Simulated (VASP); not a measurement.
Crystal: Cu3Pd.

```
Cu Pd
1.0
     3.72200    0.00000    0.00000
     0.00000    3.72200    0.00000
     0.00000    0.00000    3.72200
Cu Pd
3 1
Direct
  0.00000 0.50000 0.50000
  0.50000 0.00000 0.50000
  0.50000 0.50000 0.00000
  0.00000 0.00000 0.00000
```

```yaml
Program: VASP 6.6.1
Task: relaxation of cell and atoms
Functional: LDA
Potentials_or_basis: VASP PAW LDA potentials, release 64 (Cu, Pd)
Cutoff: 600 eV
k_mesh: 6 × 6 × 6
Occupations: gaussian, width 0.1 eV
Spin: no spin polarisation
```

At the start: pressure -13.6 GPa; volume 12.89 Å³/atom.

Question: Where does the relaxation end?

Answer: Over 3 steps the energy falls by 50.2 meV/atom and the volume is 11.82 Å³/atom (-8.3 %); space group Pm-3m (No. 221, to 0.05 Å).

The path:
| step | energy change (eV) | largest force (eV/Å) | pressure (GPa) | volume (Å³) |
| --- | --- | --- | --- | --- |
| 1 | 0.0000 | 0.0000 | -13.55 | 51.56 |
| 2 | -0.0264 | 0.0000 | 17.72 | 43.85 |
| 3 | -0.2007 | 0.0000 | -0.18 | 47.29 |

Final structure:
```
CELL_PARAMETERS angstrom
3.61626 0.00000 0.00000
0.00000 3.61626 0.00000
0.00000 0.00000 3.61626
ATOMIC_POSITIONS crystal
Cu 0.00000 0.50000 0.50000
Cu 0.50000 0.00000 0.50000
Cu 0.50000 0.50000 0.00000
Pd 0.00000 0.00000 0.00000
```
